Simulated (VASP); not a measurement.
Fe:

```xyz
1
Lattice="0.0000 1.7775 1.7775 1.7775 0.0000 1.7775 1.7775 1.7775 0.0000" Properties=species:S:1:pos:R:3 pbc="T T T"
Fe    0.0000    0.0000    0.0000
```

Base run:

```yaml
Program: VASP 6.6.1
Functional: PBE
Potentials_or_basis: VASP PAW PBE potentials, release 64 (Fe)
Cutoff: 520 eV
k_mesh: 12 × 12 × 12
Occupations: fermi-dirac, width 0.1 eV
Spin: collinear spin, ferromagnetic start
Starting_moments: "[0.36] μB"
Fixed_moment: 0.36 μB
```

Its results: pressure -19.7 GPa; site moments Fe +0.36 μB.

Question: The run is repeated on the same cell with these changes: fixed moment from 0.36 μB to 0.73 μB; moments at the start from [0.36] to [0.73]. What comes out?

Answer: Pressure -16.9 GPa; site moments Fe +0.73 μB.

Caveats: the total moment is fixed, so each spin has its own Fermi level.
